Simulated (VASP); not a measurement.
Crystal: WSe2.

```
W Se
1.0
     3.32240    0.00000    0.00000
    -1.66120    2.87728    0.00000
     0.00000    0.00000   12.78307
W Se
2 4
Cartesian
  0.0000 1.9182 9.5873
  1.6612 0.9591 3.1958
  0.0000 1.9182 1.5371
  1.6612 0.9591 7.9287
  0.0000 1.9182 4.8544
  1.6612 0.9591 11.2459
```

| Item | Value |
| --- | --- |
| Program | VASP 6.6.1 |
| Task | relaxation of cell and atoms |
| Functional | PBE |
| Dispersion | D3(BJ) |
| Potentials or basis | VASP PAW PBE potentials, release 64 (W_sv, Se) |
| Cutoff | 600 eV |
| k mesh | 9 × 9 × 2 |
| Occupations | gaussian, width 0.02 eV |
| Spin | no spin polarisation |

At the start: pressure -0.9 GPa; volume 20.37 Å³/atom.

Q: Where does the relaxation end?

A: Over 10 steps the energy falls by 5.5 meV/atom and the volume is 19.88 Å³/atom (-2.4 %); space group P6_3/mmc (No. 194, to 0.05 Å).

Step by step:
```tsv
step	energy change (eV)	largest force (eV/Å)	pressure (GPa)	volume (Å³)
1	0.0000	0.2359	-0.88	122.20
2	-0.0313	0.0377	0.02	120.21
3	-0.0313	0.0454	-0.02	120.29
4	-0.0318	0.0249	-0.13	120.23
5	-0.0324	0.0361	-0.43	120.03
6	-0.0325	0.0333	-0.40	119.97
7	-0.0328	0.0255	-0.30	119.80
8	-0.0332	0.0096	-0.11	119.47
9	-0.0329	0.0223	0.28	118.79
10	-0.0333	0.0007	-0.01	119.29
```

Final structure:
```
CELL_PARAMETERS angstrom
3.28121 0.00000 0.00000
-1.64061 2.84161 0.00000
0.00000 0.00000 12.79380
ATOMIC_POSITIONS crystal
W 0.33333 0.66667 0.75000
W 0.66667 0.33333 0.25000
Se 0.33333 0.66667 0.11820
Se 0.66667 0.33333 0.61820
Se 0.33333 0.66667 0.38180
Se 0.66667 0.33333 0.88180
```
